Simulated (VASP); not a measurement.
# Al3B2Sb (Cm) in VASP: notebook

Runs on Al3B2Sb. Level: PBE. Tasks: single point.

All numbers are computed with VASP 6.6.1; they aren't measurements. Logs are shortened: lines on timing, memory, paths and dates and some standing lists are left out, and cuts for length are marked.

### Step 1. The cell of the first run

It takes space group Cm (No. 8, monoclinic). Conventional cell: a = 5.265 Å, b = 3.038 Å, c = 10.914 Å, α = 90.00°, β = 99.35°, γ = 90.00°. Within 3.1 Å of Al (site symmetry m) lie 6 B at 2.33 to 2.43 Å and 3 Sb at 2.99 Å and 6 Al at 3.04 Å. Al (site symmetry m) has 6 B at 2.39 to 2.49 Å and 9 Al at 2.78 to 3.04 Å within 3.2 Å. Al (site symmetry m) has 9 Al at 2.78 to 3.04 Å and 1 Sb at 2.88 Å within 3.7 Å. Within 2.3 Å of B (site symmetry m) lie 3 B at 1.76 Å. Within 2.3 Å of B (site symmetry m) lie 3 B at 1.76 Å. Sb (site symmetry m) has 4 Al at 2.88 to 2.99 Å and 6 Sb at 3.04 Å within 3.8 Å.

### Step 2. Single point, PBE (volume scaled by 0.97, then relaxed in part)

The input, INCAR:

```
  PREC = Accurate
  ENCUT = 520
  EDIFF = 1E-6
  ISMEAR = 0
  SIGMA = 0.1
  LREAL = F
  LASPH = T
  NELM = 80
  ALGO = Normal
  ISIF = 2
  LWAVE = F
  LCHARG = F
  GGA = PE
  NBANDS = 19
```

The input, KPOINTS:

```
regular mesh
0
Gamma
  12 12 4
```

The input, POSCAR:

```
Al3B2Sb
1.0
    2.6324961889     -1.5190817182      0.0241334435
    2.6324961889      1.5190817182      0.0241334435
   -1.8709453090      0.0000000000     10.7525428177
Al B Sb
3 2 1
Direct
    0.9505469117      0.9505469117      0.8604214046
    0.0547230473      0.0547230473      0.1672809973
    0.4555077761      0.4555077761      0.3677890041
    0.6700371183      0.6700371183      0.0161264593
    0.3321904770      0.3321904770      0.0029536318
    0.5434496147      0.5434496147      0.6354285028
```

Potentials or basis: VASP PAW PBE potentials, release 64 (Al, B, Sb).

Launch:

```
> cat potpaw_PBE.64/Al/POTCAR potpaw_PBE.64/B/POTCAR potpaw_PBE.64/Sb/POTCAR > POTCAR
> mpirun -np 1 vasp_std > vasp.out
```

OUTCAR:

```text
PREC = Accurate
   ENCUT = 520
   EDIFF = 1E-6
   ISMEAR = 0
   LREAL = F
   LASPH = T
   NELM = 80
   ISIF = 2
   GGA = PE

 ion  position               nearest neighbor table
   1  0.951  0.951  0.860-   5 2.33   5 2.33   5 2.33   4 2.43   4 2.43   4 2.43   6 2.99   6 2.99
                             6 2.99   2 3.30
   2  0.055  0.055  0.167-   4 2.39   4 2.39   4 2.40   5 2.49   5 2.49   5 2.49   3 2.78   3 2.78
                             3 2.78   1 3.30
   3  0.456  0.456  0.368-   2 2.78   2 2.78   2 2.78   6 2.88
   4  0.670  0.670  0.016-   5 1.76   5 1.76   5 1.76   2 2.39   2 2.39   2 2.40   1 2.43   1 2.43
                             1 2.43
   5  0.332  0.332  0.003-   4 1.76   4 1.76   4 1.76   1 2.33   1 2.33   1 2.33   2 2.49   2 2.49
                             2 2.49
   6  0.543  0.543  0.635-   3 2.88   1 2.99   1 2.99   1 2.99

  LATTYP: Found a base centered monoclinic cell.
 ALAT       =     5.2652136168
 B/A-ratio  =     0.5770256741
 C/A-ratio  =     2.0728696647
 COS(beta)  =    -0.1623859503

  Lattice vectors:

 A1 = (   2.6324961889,  -1.5190817182,   0.0241334435)
 A2 = (   2.6324961889,   1.5190817182,   0.0241334435)
 A3 = (  -1.8709453090,   0.0000000000,  10.7525428177)

Analysis of symmetry for initial positions (statically):
=====================================================================
 Subroutine PRICEL returns:
 Original cell was already a primitive cell.

 Routine SETGRP: Setting up the symmetry group for a
 base centered monoclinic supercell.

 Subroutine GETGRP returns: Found  2 space group operations
 (whereof  2 operations were pure point group operations)
 out of a pool of  4 trial point group operations.

The static configuration has the point symmetry C_1h.

Analysis of symmetry for dynamics (positions and initial velocities):
=====================================================================
 Subroutine PRICEL returns:
 Original cell was already a primitive cell.

 Routine SETGRP: Setting up the symmetry group for a
 base centered monoclinic supercell.

 Subroutine GETGRP returns: Found  2 space group operations
 (whereof  2 operations were pure point group operations)
 out of a pool of  4 trial point group operations.

The dynamic configuration has the point symmetry C_1h.

 Subroutine INISYM returns: Found  2 space group operations
 (whereof  2 operations are pure point group operations),
 and found     1 'primitive' translations

----------------------------------------------------------------------------------------

                                     Primitive cell

  volume of cell :      86.1355

  direct lattice vectors                    reciprocal lattice vectors
     2.632496189 -1.519081718  0.024133444     0.189631308 -0.329146216  0.032995898
     2.632496189  1.519081718  0.024133444     0.189631308  0.329146216  0.032995898
    -1.870945309  0.000000000 10.752542818    -0.000851232  0.000000000  0.092853143

  length of vectors
     3.039445323  3.039445323 10.914101584     0.381295153  0.381295153  0.092857044

  position of ions in fractional coordinates (direct lattice)
     0.950546912  0.950546912  0.860421405
     0.054723047  0.054723047  0.167280997
     0.455507776  0.455507776  0.367789004
     0.670037118  0.670037118  0.016126459
     0.332190477  0.332190477  0.002953632
     0.543449615  0.543449615  0.635428503

  ion indices of the primitive-cell ions
   primitive index   ion index
                 1           1
                 2           2
                 3           3
                 4           4
                 5           5
                 6           6

----------------------------------------------------------------------------------------

 KPOINTS: regular mesh

Automatic generation of k-mesh.
 Grid dimensions read from file:
 generate k-points for:   12   12    4

 Generating k-lattice:

  Cartesian coordinates                     Fractional coordinates (reciprocal lattice)
     0.015802609 -0.027428851  0.002749658     0.083333333 -0.000000000 -0.000000000
     0.015802609  0.027428851  0.002749658    -0.000000000  0.083333333 -0.000000000
    -0.000212808  0.000000000  0.023213286     0.000000000  0.000000000  0.250000000

  Length of vectors
     0.031774596  0.031774596  0.023214261

  Shift w.r.t. Gamma in fractional coordinates (k-lattice)
     0.000000000  0.000000000  0.000000000

 Subroutine IBZKPT returns following result:
 ===========================================

 Found    164 irreducible k-points:

 Following reciprocal coordinates:
            Coordinates               Weight
  0.000000  0.000000  0.000000      1.000000
  0.083333 -0.000000  0.000000      4.000000
  0.166667 -0.000000  0.000000      4.000000
  0.250000 -0.000000  0.000000      4.000000
  0.333333 -0.000000 -0.000000      4.000000
  0.416667 -0.000000  0.000000      4.000000
[... 16 lines left out ...]
  0.500000  0.166667 -0.000000      4.000000
 -0.416667  0.166667  0.000000      4.000000
 [... further k-points ...]
   k-points           NKPTS =    164   k-points in BZ     NKDIM =    164   number of bands    NBANDS=     19
   number of dos      NEDOS =    301   number of ions     NIONS =      6
   total plane-waves  NPLWV =  48384
   dimension x,y,z NGX =    24 NGY =   24 NGZ =   84
   dimension x,y,z NGXF=    48 NGYF=   48 NGZF=  168
   ions per type =               3   2   1
   NGX,Y,Z   is equivalent  to a cutoff of  13.13, 13.13, 12.80 a.u.
   NGXF,Y,Z  is equivalent  to a cutoff of  26.25, 26.25, 25.59 a.u.
 SYSTEM =  unknown system
   PREC   = accura    normal or accurate (medium, high low for compatibility)
   ISTART =      0    job   : 0-new  1-cont  2-samecut
   ICHARG =      2    charge: 1-file 2-atom 10-const
   ISPIN  =      1    spin polarized calculation?
   LNONCOLLINEAR =      F non collinear calculations
   LSORBIT =      F    spin-orbit coupling
   LASPH  =      T    aspherical Exc in radial PAW
   ENCUT  =  520.0 eV  38.22 Ry    6.18 a.u.   5.65  5.65 20.29*2*pi/ulx,y,z
   NELM   =     80;   NELMIN=  2; NELMDL= -5     # of ELM steps
   EDIFF  = 0.1E-05   stopping-criterion for ELM
   LREAL  =      F    real-space projection
   EDIFFG = 0.1E-04   stopping-criterion for IOM
   NSW    =      0    number of steps for IOM
   IBRION =     -1    ionic relax: 0-MD 1-quasi-New 2-CG
   NFREE  =      0    steps in history (QN), initial steepest desc. (CG)
   ISIF   =      2    stress and relaxation
   ISYM   =      2    0-nonsym 1-usesym 2-fastsym
   POTIM  = 0.5000    time-step for ionic-motion
   TEBEG  =    0.0;   TEEND  =   0.0 temperature during run
   PSTRESS=    0.0 pullay stress
   NELECT =      20.0000    total number of electrons
   NUPDOWN=      -1.0000    fix difference up-down
   EMIN   =  10.00;   EMAX   =-10.00  energy-range for DOS
   EFERMI =   0.00;   METHOD = LEGACY
   ISMEAR =     0;   SIGMA  =   0.10  broadening in eV -4-tet -1-fermi 0-gaus
   EFERMI_NEDOS =   21; number of points for ismear=-14 and -15
   IALGO  =     38    algorithm
   IMIX   =      4    mixing-type and parameters
     AMIX     =   0.40;   BMIX     =  1.00
     AMIX_MAG =   1.60;   BMIX_MAG =  1.00
  volume/ion in A,a.u.               =      14.36        96.88
  Fermi-wavevector in a.u.,A,eV,Ry     =   1.006215  1.901470 13.775469  1.012468
  Thomas-Fermi vector in A             =   2.138943
   LORBIT       =      0    0 simple, 1 ext, 2 COOP (PROOUT), +10 PAW based schemes
   GGA     = PE    functional components
   LHFCALC =     F    Hartree Fock is set to
   AEXX    =    0.0000 exact exchange contribution
   IVDW    =     0    specifies the selected vdW correction
   LEPSILON=     F    determine dielectric tensor
   LRPA    =     F    only Hartree local field effects (RPA)
 non-spin polarized calculation
 Gauss-broadening in eV      SIGMA  =   0.10
  energy-cutoff  :      520.00
  volume of cell :       86.14
 maximum number of plane-waves:      2339
   NGX = 11   NGY = 11   NGZ = 41

 number of electron      20.0000000 magnetization

 Free energy of the ion-electron system (eV)
  ---------------------------------------------------
  ext. energy  EPLUGINS =         0.00000000
  ---------------------------------------------------
  free energy    TOTEN  =       -28.04995658 eV

  energy without entropy =      -28.04297807  energy(sigma->0) =      -28.04646733

 E-fermi :   8.8122     XC(G=0): -10.6516

 val. band max:        8.8015485392   @ k =   0.5000   0.0833   0.0000
 cond. band min:       8.8151863048   @ k =   0.3333   0.2500   0.5000
 fundamental gap:      0.0136377655
 Fermi energy:         8.8121949265

 k-point     1 :       0.0000    0.0000    0.0000
  band No.  band energies     occupation
      1      -5.8281      2.00000
      2      -4.5941      2.00000
      3      -1.5947      2.00000
      4       0.8472      2.00000
      5       1.8702      2.00000
      6       6.7193      2.00000
[... 11 lines left out ...]
     18      17.6928      0.00000
     19      17.7047      0.00000

 k-point     2 :       0.0833   -0.0000    0.0000
  band No.  band energies     occupation
      1      -5.7017      2.00000
      2      -4.4409      2.00000
      3      -1.4465      2.00000
      4       0.9776      2.00000
      5       2.0302      2.00000
      6       6.8274      2.00000
[... 11 lines left out ...]
     18      16.8076      0.00000
     19      16.9285      0.00000

 k-point     3 :       0.1667   -0.0000    0.0000
  band No.  band energies     occupation
      1      -5.3241      2.00000
      2      -3.9804      2.00000
      3      -1.0037      2.00000
      4       1.3701      2.00000
      5       2.5046      2.00000
      6       5.4494      2.00000
[... 11 lines left out ...]
     18      15.7831      0.00000
     19      16.7511      0.00000

 k-point     4 :       0.2500   -0.0000    0.0000
  band No.  band energies     occupation
      1      -4.6998      2.00000
      2      -3.2124      2.00000
      3      -0.2710      2.00000
      4       2.0257      2.00000
      5       3.2697      2.00000
      6       3.6323      2.00000
[... 407 lines left out ...]
     18      15.0202      0.00000
     19      15.4027      0.00000

 k-point    23 :       0.5000    0.1667   -0.0000
  band No.  band energies     occupation
      1      -2.3837      2.00000
      2      -0.4095      2.00000
      3       0.4347      2.00000
      4       2.4648      2.00000
      5       2.9927      2.00000
      6       3.8865      2.00000
[... 11 lines left out ...]
     18      14.0142      0.00000
     19      14.9525      0.00000

 k-point    24 :      -0.4167    0.1667    0.0000
  band No.  band energies     occupation
      1      -1.1883      2.00000
      2      -0.9626      2.00000
      3       0.5500      2.00000
      4       2.6674      2.00000
      5       2.8681      2.00000
      6       3.5909      2.00000
[... 11 lines left out ...]
     18      13.8605      0.00000
     19      14.7468      0.00000

 [... further k-points ...]
[... 5 lines left out ...]
  --------------------------------------------------------------------------------------
  -------------------------------------------------------------------------------------
  Total        1.6287496      1.6359890      1.6258505      0.0000000      0.0000000      0.0017736
  in kB       30.2958139     30.4304708     30.2418888      0.0000000      0.0000000      0.0329904
  external PRESSURE =      30.3227245 kB  Pullay stress =       0.0000000 kB

 VOLUME and BASIS-vectors are now :
 -----------------------------------------------------------------------------
  energy-cutoff  :      520.00
  volume of cell :       86.14
      direct lattice vectors                 reciprocal lattice vectors
     2.632496189 -1.519081718  0.024133444     0.189631308 -0.329146216  0.032995898
     2.632496189  1.519081718  0.024133444     0.189631308  0.329146216  0.032995898
    -1.870945309  0.000000000 10.752542818    -0.000851232  0.000000000  0.092853143

 POSITION                                       TOTAL-FORCE (eV/Angst)
 -----------------------------------------------------------------------------------
      3.39482      0.00000      9.29760         0.004713      0.000000      0.016440
     -0.02486      0.00000      1.80134        -0.002091      0.000000     -0.011480
      1.71013      0.00000      3.97665         0.000059      0.000000     -0.004642
      3.49757      0.00000      0.20574        -0.003332      0.000000      0.008164
      1.74345      0.00000      0.04779         0.002075      0.000000     -0.001515
      1.67241      0.00000      6.85870        -0.001423      0.000000     -0.006967
 -----------------------------------------------------------------------------------
    total drift:                                0.000196      0.000000     -0.000417

  FREE ENERGIE OF THE ION-ELECTRON SYSTEM (eV)
  ---------------------------------------------------
  free  energy   TOTEN  =       -28.0499565820 eV

  energy  without entropy=      -28.0429780743  energy(sigma->0) =      -28.04646733
```

Wall time 3.3 min (1 thread of Intel Xeon 6975P-C (Granite Rapids), shared host); peak memory 0.38 GiB.

What came out:

| Item | Value |
| --- | --- |
| Free energy | -28.0500 eV |
| Pressure | 3.0 GPa |
| Largest force | 0.017 eV/Å |
| Band gap on the k mesh | zero (band 10 reaches 12.68 eV, above the bottom of band 11 at 7.21 eV) |

Forces on the atoms (eV/Å):
```
Al   0.005  0.000  0.016
Al  -0.002  0.000 -0.011
Al   0.000  0.000 -0.005
B   -0.003  0.000  0.008
B    0.002  0.000 -0.002
Sb  -0.001  0.000 -0.007
```

Caveat: spin-orbit coupling is left out, which moves the levels of the heavy elements.

(Continued in part 2 of 2.)
